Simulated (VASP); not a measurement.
# WC (WC type) (P-6m2) in VASP: further runs, part 2 of 2

VASP 6.6.1.

## (4) Relaxation of shape and atoms at fixed volume, PBE

This run uses another cell than the first one, of 7.58 Å³/atom, 1.309 times its volume.

The input, INCAR:

```
SYSTEM = WC
PREC     = Accurate       ! precision mode
ENCUT    = 600            ! plane-wave cutoff, eV
EDIFF    = 1E-7           ! SCF threshold, eV
ISMEAR   = -1             ! smearing method
SIGMA    = 0.1            ! smearing width, eV
LREAL    = .False.        ! projectors in reciprocal space
LASPH    = .True.         ! aspherical terms in the spheres
NELM     = 60             ! most SCF steps
ALGO     = Normal         ! electronic algorithm
ISIF     = 4              ! what is computed and relaxed
LWAVE    = .False.        ! write WAVECAR
LCHARG   = .False.        ! write CHGCAR
GGA      = PE             ! functional
IBRION   = 2              ! ionic algorithm
NSW      = 50             ! ionic steps
EDIFFG   = -0.005         ! ionic threshold
```

The input, KPOINTS:

```
regular mesh
0
Gamma
  17 17 15
  0 0 0
```

The input, POSCAR:

```
WC
1.0
    2.6192554018      0.0000000000      0.0000000000
   -1.3096277009      2.2683417169      0.0000000000
    0.0000000000      0.0000000000      2.5510769278
W C
1 1
Direct
    0.0000000000      0.0000000000      0.0000000000
    0.3333333333      0.6666666667      0.5000000000
```

Potentials or basis: VASP PAW PBE potentials, release 64 (W_sv, C).

Launch:

```console
> cat potpaw_PBE.64/W_sv/POTCAR potpaw_PBE.64/C/POTCAR > POTCAR
> mpirun -np 1 vasp_std > vasp.out
```

OUTCAR:

```text
SYSTEM = WC
   PREC = Accurate
   ENCUT = 600
   EDIFF = 1E-7
   ISMEAR = -1
   LREAL = .False.
   LASPH = .True.
   NELM = 60
   ISIF = 4
   GGA = PE
   IBRION = 2
   NSW = 50
   EDIFFG = -0.005

 ion  position               nearest neighbor table
   1  0.000  0.000  0.000-   2 1.98   2 1.98   2 1.98   2 1.98   2 1.98   2 1.98
   2  0.333  0.667  0.500-   1 1.98   1 1.98   1 1.98   1 1.98   1 1.98   1 1.98

  LATTYP: Found a hexagonal cell.
 ALAT       =     2.6192554018
 C/A-ratio  =     0.9739702841

  Lattice vectors:

 A1 = (   2.6192554018,   0.0000000000,   0.0000000000)
 A2 = (  -1.3096277009,   2.2683417169,   0.0000000000)
 A3 = (   0.0000000000,   0.0000000000,   2.5510769278)

Analysis of symmetry for initial positions (statically):
=====================================================================
 Subroutine PRICEL returns:
[... 296 lines left out ...]

 k-point     1 :       0.0000    0.0000    0.0000
  band No.  band energies     occupation
      1     -57.3636      2.00000
      2     -21.3563      2.00000
      3     -20.8655      2.00000
      4     -20.8655      2.00000
      5      -0.7320      2.00000
      6       9.6230      2.00000
      7      11.4415      2.00000
      8      11.4415      2.00000
      9      16.2045      1.74095
     10      21.0367      0.00000
     11      21.0367      0.00000
     12      23.5761      0.00000
     13      23.5761      0.00000
[... 354 lines left out ...]
  band No.  band energies     occupation
      1     -57.1871      2.00000
      2     -22.4651      2.00000
      3     -21.4273      2.00000
      4     -21.0920      2.00000
      5       2.2680      2.00000
      6       8.3719      2.00000
      7      11.9280      2.00000
      8      11.9581      2.00000
      9      13.8420      2.00000
     10      18.9931      0.00000
     11      20.1728      0.00000
     12      23.1861      0.00000
     13      25.9394      0.00000

 [... further k-points ...]
[... 5 lines left out ...]
  --------------------------------------------------------------------------------------
  -------------------------------------------------------------------------------------
  Total       23.9106251     23.9106251     23.9081813      0.0000000     -0.0000000      0.0000000
  in kB     2527.5027098   2527.5027096   2527.2443869      0.0000000     -0.0000000      0.0000000
  external PRESSURE =    2527.4166021 kB  Pullay stress =       0.0000000 kB
[... 17 lines left out ...]
  FREE ENERGIE OF THE ION-ELECTRON SYSTEM (eV)
  ---------------------------------------------------
  free  energy   TOTEN  =       -18.9109058651 eV

  energy  without entropy=      -18.9030492992  energy(sigma->0) =      -18.90697758

 reached required accuracy - stopping structural energy minimisation
```

OSZICAR:

```text
N       E                     dE             d eps       ncg     rms          rms(c)
DAV:   1     0.124747552971E+03    0.12475E+03   -0.10837E+04  6880   0.179E+03
DAV:   2    -0.183288793199E+02   -0.14308E+03   -0.13934E+03  7814   0.425E+02
DAV:   3    -0.220620874536E+02   -0.37332E+01   -0.37072E+01  8042   0.635E+01
DAV:   4    -0.220853996700E+02   -0.23312E-01   -0.23309E-01  7539   0.538E+00
[... 33 lines left out ...]
DAV:   1    -0.189109329857E+02   -0.40455E-04   -0.93496E-04  7099   0.386E-01    0.273E-02
DAV:   2    -0.189109126639E+02    0.20322E-04   -0.43839E-05  7154   0.715E-02    0.141E-02
DAV:   3    -0.189109060250E+02    0.66389E-05   -0.12268E-05  7304   0.350E-02    0.418E-03
DAV:   4    -0.189109058854E+02    0.13954E-06   -0.61356E-07  7449   0.800E-03    0.302E-03
DAV:   5    -0.189109058651E+02    0.20339E-07   -0.22651E-08  3587   0.187E-03
   4 F= -.18910906E+02 E0= -.18906978E+02  d E =-.289837E-01
```

CONTCAR:

```text
WC
   1.00000000000000
     2.5971388979392729    0.0000000000000000    0.0000000000000000
    -1.2985694489696364    2.2491882626943491   -0.0000000000000000
     0.0000000000000000   -0.0000000000000000    2.5947104316230361
  W               C
     1     1
Direct
     0.0000000000000000    0.0000000000000000    0.0000000000000000
     0.3333333332999970    0.6666666667000030    0.5000000000000000

  0.00000000E+00  0.00000000E+00  0.00000000E+00
  0.00000000E+00  0.00000000E+00  0.00000000E+00
```

Run time: 3.1 min. Hardware: 1 thread of Intel Xeon 8259CL, shared host; peak memory 0.2 GiB.

Results:

```
Free energy               : -18.9109 eV
Energy gained by relaxing : 14.5 meV/atom
Ionic steps               : 4
Pressure after relaxing   : 252.7 GPa
Band gap on the k mesh    : zero (band 9 reaches 17.44 eV, above the bottom of band 10 at 15.04 eV)
```

Step by step:
```
step  energy change (eV)  largest force (eV/Å)  pressure (GPa)  volume (Å³)
   1              0.0000                0.0000          254.67        15.16
   2              0.1092                0.0000          250.38        15.16
   3             -0.0290                0.0000          252.70        15.16
   4             -0.0290                0.0000          252.74        15.16
```

Final structure:
```cif
data_structure
_symmetry_space_group_name_H-M 'P 1'
_symmetry_Int_Tables_number 1
_cell_length_a 2.5971
_cell_length_b 2.5971
_cell_length_c 2.5947
_cell_angle_alpha 90.000
_cell_angle_beta 90.000
_cell_angle_gamma 120.000
_cell_volume 15.16
loop_
_atom_site_label
_atom_site_type_symbol
_atom_site_fract_x
_atom_site_fract_y
_atom_site_fract_z
_atom_site_occupancy
W1 W 0.00000 0.00000 0.00000 1
C1 C 0.33333 0.66667 0.50000 1
```

Caveat: spin-orbit coupling is left out, which moves the levels of the heavy elements.
